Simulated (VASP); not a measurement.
## Tl: single point with PBE+D3(BJ)

Tl:

```
Tl
1.0
     3.60388    0.00000    0.00000
    -1.80194    3.12105    0.00000
     0.00000    0.00000    5.58073
Tl
2
Direct
  0.33333 0.66667 0.25000
  0.66667 0.33333 0.75000
```

This cell differs from its parent crystal: volume scaled by 1.06, then relaxed in part.

```
Program             : VASP 6.6.1
Task                : single point
Functional          : PBE
Dispersion          : D3(BJ)
Potentials or basis : VASP PAW PBE potentials, release 64 (Tl_d)
Cutoff              : 520 eV
k mesh              : 15 × 15 × 8
Occupations         : gaussian, width 0.1 eV
Spin                : no spin polarisation
```

```yaml
Pressure: -1.7 GPa
Band_gap_on_the_k_mesh: zero (band 13 reaches 9.13 eV, above the bottom of band 14 at 3.73 eV)
Dispersion_energy_per_atom: -0.311 eV
```

Stress tensor (GPa, compression positive):
```
-1.64  0.00  0.00
 0.00 -1.64  0.00
 0.00  0.00 -1.74
```

Levels at points of the mesh, in eV from the Fermi level:
```tsv
k point	band 9	band 10	band 11	band 12	band 13	band 14	band 15	band 16	band 17	band 18
(0.00, 0.00, 0.00)	-11.12	-11.12	-9.46	-4.89	-2.39	7.00	7.00	8.98	8.98	9.82
(0.00, 0.00, 0.50)	-11.21	-11.21	-8.11	-8.11	3.44	3.44	7.96	7.96	7.96	7.96
```

It took 65 s on 1 thread of Intel(R) Xeon(R) Platinum 8488C (Sapphire Rapids), with other jobs on the host, peak memory 0.28 GiB.

Caveat: spin-orbit coupling is left out, which moves the levels of the heavy elements; pairwise dispersion overbinds metals, which lowers pressure and volume.
